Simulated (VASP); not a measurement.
Wanted: the native input for a VASP 6.6.1 run.

```
Task                   : relaxation of volume and atoms at fixed shape
Functional             : LDA
Potentials or basis    : VASP PAW LDA potentials, release 64 (Ir_sv_GW, Pt_sv_GW)
Cutoff                 : 570 eV
k mesh                 : 9 × 9 × 9
Occupations            : gaussian, width 0.1 eV
Spin                   : no spin polarisation
Dipole correction      : no
Further INCAR settings : ALGO = Normal; EDIFF = 1e-07; IBRION = 2; EDIFFG = -0.02; NSW = 80; ISIF = 8
```

The structure of IrPt lies in POSCAR:

```
IrPt
1.0
    4.7783260000      0.0000000000      0.0000000000
    3.9668087110      2.6639872396      0.0000000000
    3.9668087110      1.2083893659      2.3741573565
Ir Pt
1 1
Direct
    0.0000000000      0.0000000000      0.0000000000
    0.5000000000      0.5000000000      0.5000000000
```

One way to write it, as run:

INCAR

```
ALGO     = Normal         # electronic algorithm
EDIFF    = 1E-7           # SCF threshold, eV
EDIFFG   = -0.02          # ionic threshold
ENCUT    = 570            # plane-wave cutoff, eV
GGA      = CA             # functional
GGA_COMPAT= F            
IBRION   = 2              # ionic algorithm
ISIF     = 8              # what is computed and relaxed
ISMEAR   = 0              # smearing method
LASPH    = T              # aspherical terms in the spheres
LCHARG   = F              # write CHGCAR
LREAL    = F              # projectors in reciprocal space
LWAVE    = F              # write WAVECAR
NELM     = 120            # most SCF steps
NELMIN   = 4            
NSW      = 80             # ionic steps
PREC     = Accurate       # precision mode
SIGMA    = 0.1            # smearing width, eV
```

KPOINTS

```
k-points
0
Gamma
  9 9 9
```

Potentials or basis: VASP PAW LDA potentials, release 64 (Ir_sv_GW, Pt_sv_GW).

Launch:

```bash
$ cat potpaw_LDA.64/Ir_sv_GW/POTCAR potpaw_LDA.64/Pt_sv_GW/POTCAR > POTCAR
$ mpirun -np 1 vasp_std > vasp.out
```

It gave:

| Item | Value |
| --- | --- |
| Relaxed volume | 14.30 Å³/atom |
| Relaxed cell | a = 4.691 Å, b = 4.691 Å, c = 4.691 Å, α = 33.88°, β = 33.88°, γ = 33.88° |
| Space group after relaxing (to 0.1 Å) | R-3m (No. 166) |
| Pressure after relaxing | 0.0 GPa |
| Band gap on the k mesh | zero (an odd number of electrons rules out a gap without spin polarisation) |

Caveat: spin-orbit coupling is left out, which moves the levels of the heavy elements.

Wall time 17 min on 1 thread of AMD EPYC 7R43 64-Core Processor (Zen 3) (shared host), peak memory 0.24 GiB.
